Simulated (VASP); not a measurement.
# Ta (C222_1) in VASP: notebook

The runs below take Ta through single point, with PBEsol.

All numbers are computed with VASP 6.6.1; they aren't measurements. Logs are shortened: lines on timing, memory, paths and dates and some standing lists are left out, and cuts for length are marked.

## 1. The cell of the first run

Symmetry: C222_1, No. 20, orthorhombic system. The conventional cell has a = 4.921 Å, b = 8.695 Å, c = 8.368 Å, α = 90.00°, β = 90.00°, γ = 90.00°. Ta (site symmetry 1) has 8 Ta at 2.67 to 2.94 Å within 3.5 Å. Ta (site symmetry 2) has 8 Ta at 2.69 to 2.94 Å within 3.5 Å. Within 3.5 Å of Ta (site symmetry 2) lie 6 Ta at 2.67 to 2.69 Å.

## 2. Single point, PBEsol (strain -0.0100 x Voigt [1, -1, 0, 0, 0, 0])

File INCAR:

```
PREC = Accurate ; ENCUT = 520
EDIFF = 1E-6 ; ISMEAR = 0
SIGMA = 0.15 ; LREAL = False
LASPH = True ; NELM = 80
ALGO = Fast ; ISIF = 2
LWAVE = False ; LCHARG = True
GGA = PS ; LELF = True
LVHAR = True ; NBANDS = 54
```

File KPOINTS:

```
Automatic mesh
0
Gamma
  12 12 6
```

File POSCAR:

```
Ta
1.0
    4.9207495209      0.0000000000      0.0000000000
   -2.4603747605      4.3475848804      0.0000000000
    0.0000000000      0.0000000000      8.3683696052
Ta
8
Direct
    0.0000000000      0.3231711699      0.0000000000
    0.3231711699      0.0000000000      0.0000000000
    0.6768288301      0.6768288301      0.0000000000
    0.0000000000      0.6768288301      0.5000000000
    0.6768288301      0.0000000000      0.5000000000
    0.3231711699      0.3231711699      0.5000000000
    0.6666666667      0.3333333333      0.7500000000
    0.3333333333      0.6666666667      0.2500000000
```

Potentials or basis: VASP PAW PBE potentials, release 64 (Ta_pv).

Command:

```bash
cat potpaw_PBE.64/Ta_pv/POTCAR > POTCAR
mpirun -np 1 vasp_std > vasp.out
```

OUTCAR:

```text
PREC = Accurate
   ENCUT = 520
   EDIFF = 1E-6
   ISMEAR = 0
   LREAL = False
   LASPH = True
   NELM = 80
   ISIF = 2
   GGA = PS

 ion  position               nearest neighbor table
   1  0.000  0.323  0.000-   7 2.67   8 2.69   2 2.77   3 2.81   2 2.90   3 2.90   3 2.90   2 2.94

   2  0.323  0.000  0.000-   8 2.69   7 2.69   3 2.77   1 2.77   1 2.90   3 2.90   3 2.94   1 2.94

   3  0.677  0.677  0.000-   8 2.67   7 2.69   2 2.77   1 2.81   2 2.90   1 2.90   1 2.90   2 2.94

   4  0.000  0.677  0.500-   8 2.67   7 2.69   5 2.77   6 2.81   5 2.90   6 2.90   6 2.90   5 2.94

   5  0.677  0.000  0.500-   7 2.69   8 2.69   6 2.77   4 2.77   4 2.90   6 2.90   6 2.94   4 2.94

   6  0.323  0.323  0.500-   7 2.67   8 2.69   5 2.77   4 2.81   5 2.90   4 2.90   4 2.90   5 2.94

   7  0.667  0.333  0.750-   1 2.67   6 2.67   5 2.69   2 2.69   4 2.69   3 2.69
   8  0.333  0.667  0.250-   4 2.67   3 2.67   2 2.69   5 2.69   1 2.69   6 2.69

  LATTYP: Found a base centered orthorhombic cell.
 ALAT       =     4.9207495209
 B/A-ratio  =     1.7670417329
 C/A-ratio  =     1.7006290545

  Lattice vectors:

 A1 = (   2.4603747605,  -4.3475848804,   0.0000000000)
 A2 = (   2.4603747604,   4.3475848804,   0.0000000000)
 A3 = (   0.0000000000,   0.0000000000,   8.3683696052)

Analysis of symmetry for initial positions (statically):
=====================================================================
 Subroutine PRICEL returns:
 Original cell was already a primitive cell.

 Routine SETGRP: Setting up the symmetry group for a
 base centered orthorhombic supercell.

 Subroutine GETGRP returns: Found  4 space group operations
 (whereof  2 operations were pure point group operations)
 out of a pool of  8 trial point group operations.

The static configuration has the point symmetry C_2 .
 The point group associated with its full space group is D_2 .

Analysis of symmetry for dynamics (positions and initial velocities):
=====================================================================
 Subroutine PRICEL returns:
 Original cell was already a primitive cell.

 Routine SETGRP: Setting up the symmetry group for a
 base centered orthorhombic supercell.

 Subroutine GETGRP returns: Found  4 space group operations
 (whereof  2 operations were pure point group operations)
 out of a pool of  8 trial point group operations.

The dynamic configuration has the point symmetry C_2 .
 The point group associated with its full space group is D_2 .

 Subroutine INISYM returns: Found  4 space group operations
 (whereof  2 operations are pure point group operations),
 and found     1 'primitive' translations

----------------------------------------------------------------------------------------

                                     Primitive cell

  volume of cell :     179.0277

  direct lattice vectors                    reciprocal lattice vectors
     4.920749521  0.000000000  0.000000000     0.203221073  0.115006380  0.000000000
    -2.460374761  4.347584880  0.000000000     0.000000000  0.230012761  0.000000000
     0.000000000  0.000000000  8.368369605     0.000000000  0.000000000  0.119497590

  length of vectors
     4.920749521  4.995491793  8.368369605     0.233506471  0.230012761  0.119497590

  position of ions in fractional coordinates (direct lattice)
     0.000000000  0.323171170  0.000000000
     0.323171170  0.000000000  0.000000000
     0.676828830  0.676828830  0.000000000
     0.000000000  0.676828830  0.500000000
     0.676828830  0.000000000  0.500000000
     0.323171170  0.323171170  0.500000000
     0.666666667  0.333333333  0.750000000
     0.333333333  0.666666667  0.250000000

  ion indices of the primitive-cell ions
   primitive index   ion index
                 1           1
                 2           2
                 3           3
                 4           4
                 5           5
                 6           6
                 7           7
                 8           8

----------------------------------------------------------------------------------------

 KPOINTS: Automatic mesh

Automatic generation of k-mesh.
 Grid dimensions read from file:
 generate k-points for:   12   12    6

 Generating k-lattice:

  Cartesian coordinates                     Fractional coordinates (reciprocal lattice)
     0.016935089  0.009583865  0.000000000     0.083333333  0.000000000  0.000000000
     0.000000000  0.019167730  0.000000000     0.000000000  0.083333333  0.000000000
     0.000000000  0.000000000  0.019916265     0.000000000  0.000000000  0.166666667

  Length of vectors
     0.019458873  0.019167730  0.019916265

  Shift w.r.t. Gamma in fractional coordinates (k-lattice)
     0.000000000  0.000000000  0.000000000

 Subroutine IBZKPT returns following result:
 ===========================================

 Found    172 irreducible k-points:

 Following reciprocal coordinates:
            Coordinates               Weight
  0.000000  0.000000  0.000000      1.000000
  0.083333 -0.000000  0.000000      4.000000
  0.166667 -0.000000  0.000000      4.000000
  0.250000  0.000000  0.000000      4.000000
  0.333333 -0.000000  0.000000      4.000000
  0.416667 -0.000000  0.000000      4.000000
[... 16 lines left out ...]
  0.333333  0.166667  0.000000      4.000000
  0.416667  0.166667  0.000000      4.000000
 [... further k-points ...]
   k-points           NKPTS =    172   k-points in BZ     NKDIM =    172   number of bands    NBANDS=     54
   number of dos      NEDOS =    301   number of ions     NIONS =      8
   total plane-waves  NPLWV = 102400
   dimension x,y,z NGX =    40 NGY =   40 NGZ =   64
   dimension x,y,z NGXF=    80 NGYF=   80 NGZF=  128
   ions per type =               8
   NGX,Y,Z   is equivalent  to a cutoff of  13.51, 13.31, 12.71 a.u.
   NGXF,Y,Z  is equivalent  to a cutoff of  27.03, 26.62, 25.43 a.u.
 SYSTEM =  unknown system
   PREC   = accura    normal or accurate (medium, high low for compatibility)
   ISTART =      0    job   : 0-new  1-cont  2-samecut
   ICHARG =      2    charge: 1-file 2-atom 10-const
   ISPIN  =      1    spin polarized calculation?
   LNONCOLLINEAR =      F non collinear calculations
   LSORBIT =      F    spin-orbit coupling
   LASPH  =      T    aspherical Exc in radial PAW
   ENCUT  =  520.0 eV  38.22 Ry    6.18 a.u.   9.15  9.29 15.56*2*pi/ulx,y,z
   NELM   =     80;   NELMIN=  2; NELMDL= -5     # of ELM steps
   EDIFF  = 0.1E-05   stopping-criterion for ELM
   LREAL  =      F    real-space projection
   EDIFFG = 0.1E-04   stopping-criterion for IOM
   NSW    =      0    number of steps for IOM
   IBRION =     -1    ionic relax: 0-MD 1-quasi-New 2-CG
   NFREE  =      0    steps in history (QN), initial steepest desc. (CG)
   ISIF   =      2    stress and relaxation
   ISYM   =      2    0-nonsym 1-usesym 2-fastsym
   POTIM  = 0.5000    time-step for ionic-motion
   TEBEG  =    0.0;   TEEND  =   0.0 temperature during run
   PSTRESS=    0.0 pullay stress
   NELECT =      88.0000    total number of electrons
   NUPDOWN=      -1.0000    fix difference up-down
   EMIN   =  10.00;   EMAX   =-10.00  energy-range for DOS
   EFERMI =   0.00;   METHOD = LEGACY
   ISMEAR =     0;   SIGMA  =   0.15  broadening in eV -4-tet -1-fermi 0-gaus
   EFERMI_NEDOS =   21; number of points for ismear=-14 and -15
   IALGO  =     68    algorithm
   IMIX   =      4    mixing-type and parameters
     AMIX     =   0.40;   BMIX     =  1.00
     AMIX_MAG =   1.60;   BMIX_MAG =  1.00
  volume/ion in A,a.u.               =      22.38       151.02
  Fermi-wavevector in a.u.,A,eV,Ry     =   1.291999  2.441525 22.711696  1.669263
  Thomas-Fermi vector in A             =   2.423735
   LORBIT       =      0    0 simple, 1 ext, 2 COOP (PROOUT), +10 PAW based schemes
   GGA     = PS    functional components
   LHFCALC =     F    Hartree Fock is set to
   AEXX    =    0.0000 exact exchange contribution
   IVDW    =     0    specifies the selected vdW correction
   LEPSILON=     F    determine dielectric tensor
   LRPA    =     F    only Hartree local field effects (RPA)
 non-spin polarized calculation
 RMM-DIIS sequential band-by-band and
 Gauss-broadening in eV      SIGMA  =   0.15
  energy-cutoff  :      520.00
  volume of cell :      179.03
 maximum number of plane-waves:      4848
 NGX is ok and might be reduce to    40
   NGX = 19   NGY = 19   NGZ = 31

 number of electron      88.0000000 magnetization

 Free energy of the ion-electron system (eV)
  ---------------------------------------------------
  ext. energy  EPLUGINS =         0.00000000
  ---------------------------------------------------
  free energy    TOTEN  =       -89.25115636 eV

  energy without entropy =      -89.14233881  energy(sigma->0) =      -89.19674759

 E-fermi :   3.7941     XC(G=0): -11.3530

 val. band max:        3.7873632376   @ k =   0.0833   0.4167   0.1667
 cond. band min:       3.7969133759   @ k =   0.4167  -0.0000   0.1667
 fundamental gap:      0.0095501383
 Fermi energy:         3.7941103978

 k-point     1 :       0.0000    0.0000    0.0000
  band No.  band energies     occupation
      1     -31.0665      2.00000
      2     -30.7336      2.00000
      3     -30.6001      2.00000
      4     -30.5999      2.00000
      5     -30.5847      2.00000
      6     -30.5816      2.00000
[... 46 lines left out ...]
     53       4.8618      0.00000
     54       6.5856      0.00000

 k-point     2 :       0.0833   -0.0000    0.0000
  band No.  band energies     occupation
      1     -31.0678      2.00000
      2     -30.7751      2.00000
      3     -30.6358      2.00000
      4     -30.6260      2.00000
      5     -30.5956      2.00000
      6     -30.5666      2.00000
[... 46 lines left out ...]
     53       4.8175      0.00000
     54       6.2790      0.00000
[... 1195 lines left out ...]
     53       5.9717      0.00000
     54       6.1050      0.00000

 k-point    24 :       0.4167    0.1667    0.0000
  band No.  band energies     occupation
      1     -31.0260      2.00000
      2     -30.8257      2.00000
      3     -30.7479      2.00000
      4     -30.6791      2.00000
      5     -30.6242      2.00000
      6     -30.5445      2.00000
[... 46 lines left out ...]
     53       6.0785      0.00000
     54       6.4471      0.00000

 [... further k-points ...]
[... 5 lines left out ...]
  --------------------------------------------------------------------------------------
  -------------------------------------------------------------------------------------
  Total        0.6395974     -0.3100672      0.2417523      0.0000000      0.0000000      0.0000000
  in kB        5.7239664     -2.7748928      2.1635201      0.0000000      0.0000000      0.0000000
  external PRESSURE =       1.7041979 kB  Pullay stress =       0.0000000 kB

 VOLUME and BASIS-vectors are now :
 -----------------------------------------------------------------------------
  energy-cutoff  :      520.00
  volume of cell :      179.03
      direct lattice vectors                 reciprocal lattice vectors
     4.920749521  0.000000000  0.000000000     0.203221073  0.115006380  0.000000000
    -2.460374761  4.347584880  0.000000000     0.000000000  0.230012761  0.000000000
     0.000000000  0.000000000  8.368369605     0.000000000  0.000000000  0.119497590

 POSITION                                       TOTAL-FORCE (eV/Angst)
 -----------------------------------------------------------------------------------
     -0.79512      1.40501      0.00000         0.039959      0.005015      0.038126
      1.59024      0.00000      0.00000         0.041940      0.000000      0.000000
      1.66525      2.94257      0.00000         0.039959     -0.005015     -0.038126
     -1.66525      2.94257      4.18418        -0.039959     -0.005015      0.038126
      3.33051      0.00000      4.18418        -0.041940      0.000000      0.000000
      0.79512      1.40501      4.18418        -0.039959      0.005015     -0.038126
      2.46037      1.44919      6.27628        -0.000000      0.033122      0.000000
     -0.00000      2.89839      2.09209         0.000000     -0.033122      0.000000
 -----------------------------------------------------------------------------------
    total drift:                                0.000000     -0.000000      0.000000

  FREE ENERGIE OF THE ION-ELECTRON SYSTEM (eV)
  ---------------------------------------------------
  free  energy   TOTEN  =       -89.2511563615 eV

  energy  without entropy=      -89.1423388125  energy(sigma->0) =      -89.19674759
```

Wall time 41 min (1 thread of Oxide Virtual Turin-like, shared host); peak memory 1.1 GiB.

What came out:

| Item | Value |
| --- | --- |
| Free energy | -89.2512 eV |
| Pressure | 0.2 GPa |
| Largest force | 0.055 eV/Å |
| Band gap on the k mesh | zero (bands 44 and 45 overlap by 0.53 eV) |

Forces in eV/Å, atoms in the order of the input:
```
Ta   0.040  0.005  0.038
Ta   0.042  0.000  0.000
Ta   0.040 -0.005 -0.038
Ta  -0.040 -0.005  0.038
Ta  -0.042  0.000  0.000
Ta  -0.040  0.005 -0.038
Ta   0.000  0.033  0.000
Ta   0.000 -0.033  0.000
```

Levels at points of the mesh, in eV from the Fermi level:
| k point | band 40 | band 41 | band 42 | band 43 | band 44 | band 45 | band 46 | band 47 | band 48 | band 49 |
| --- | --- | --- | --- | --- | --- | --- | --- | --- | --- | --- |
| (0.00, 0.00, 0.00) | -0.42 | -0.42 | -0.38 | -0.31 | -0.10 | -0.09 | 0.04 | 0.07 | 0.51 | 0.58 |
| (0.50, 0.00, 0.00) | -1.10 | -0.84 | -0.76 | -0.72 | -0.31 | -0.21 | -0.18 | 0.24 | 0.26 | 1.45 |
| (0.00, 0.50, 0.00) | -1.10 | -0.81 | -0.78 | -0.76 | -0.28 | -0.17 | -0.17 | 0.30 | 0.38 | 1.46 |
| (0.00, 0.00, 0.50) | -0.67 | -0.49 | -0.49 | -0.19 | -0.19 | -0.11 | -0.11 | 0.11 | 0.11 | 0.68 |
| (0.50, 0.00, 0.50) | -1.19 | -1.00 | -1.00 | -0.29 | -0.29 | 0.26 | 0.26 | 0.65 | 0.65 | 1.07 |
| (0.00, 0.50, 0.50) | -1.21 | -1.00 | -1.00 | -0.29 | -0.29 | 0.26 | 0.26 | 0.65 | 0.65 | 1.18 |

Caveat: the cell differs from its parent crystal (strain -0.0100 x Voigt [1, -1, 0, 0, 0, 0]); the PAW data sets were made with another functional, which shifts forces and pressure a little; spin-orbit coupling is left out, which moves the levels of the heavy elements.

## 3. Single point, PBEsol (strain -0.0050 x Voigt [1, -1, 0, 0, 0, 0])

File INCAR:

```
ALGO = Fast
EDIFF = 1E-6
ENCUT = 520
GGA = PS
ISIF = 2
ISMEAR = 0
LASPH = T
LCHARG = F
LREAL = F
LWAVE = F
NBANDS = 54
NELM = 100
PREC = Accurate
SIGMA = 0.15
```

File KPOINTS:

```
k-points
0
Gamma
  12 12 6
```

Edit POSCAR of step 2 so:

```diff
@@ -2,4 +2,4 @@
 1.0
-    4.9207495209      0.0000000000      0.0000000000
-   -2.4603747605      4.3475848804      0.0000000000
+    4.9456017912      0.0000000000      0.0000000000
+   -2.4728008956      4.3260621830      0.0000000000
     0.0000000000      0.0000000000      8.3683696052
```

Potentials or basis: VASP PAW PBE potentials, release 64 (Ta_pv).

Command:

```bash
cat potpaw_PBE.64/Ta_pv/POTCAR > POTCAR
mpirun -np 1 vasp_std > vasp.out
```

Run time: 73 min. Hardware: 1 thread of Oxide Virtual Turin-like, shared host; peak memory 1.1 GiB.

The run converged. Its results:

* Free energy: -89.2548 eV
* Pressure: 0.2 GPa
* Largest force: 0.027 eV/Å
* Band gap on the k mesh: zero (bands 44 and 45 overlap by 0.52 eV)

Forces in eV/Å, atoms in the order of the input:
```
Ta   0.019  0.004  0.019
Ta   0.024  0.000  0.000
Ta   0.019 -0.004 -0.019
Ta  -0.019 -0.004  0.019
Ta  -0.024  0.000  0.000
Ta  -0.019  0.004 -0.019
Ta   0.000  0.017  0.000
Ta   0.000 -0.017  0.000
```

Stress tensor (GPa, compression positive):
```
 0.35  0.00  0.00
 0.00 -0.09  0.00
 0.00  0.00  0.21
```

Levels at points of the mesh, in eV from the Fermi level:
| k point | band 42 | band 43 | band 44 | band 45 | band 46 | band 47 |
| --- | --- | --- | --- | --- | --- | --- |
| (0.00, 0.00, 0.00) | -0.39 | -0.31 | -0.12 | -0.09 | 0.04 | 0.06 |
| (0.50, 0.00, 0.00) | -0.76 | -0.73 | -0.30 | -0.20 | -0.17 | 0.26 |
| (0.00, 0.50, 0.00) | -0.77 | -0.75 | -0.29 | -0.18 | -0.17 | 0.28 |
| (0.00, 0.00, 0.50) | -0.51 | -0.19 | -0.19 | -0.13 | -0.13 | 0.11 |
| (0.50, 0.00, 0.50) | -1.00 | -0.29 | -0.29 | 0.26 | 0.26 | 0.65 |
| (0.00, 0.50, 0.50) | -1.00 | -0.29 | -0.29 | 0.26 | 0.26 | 0.65 |

Caveat: the cell differs from its parent crystal (strain -0.0050 x Voigt [1, -1, 0, 0, 0, 0]); the PAW data sets were made with another functional, which shifts forces and pressure a little; spin-orbit coupling is left out, which moves the levels of the heavy elements.
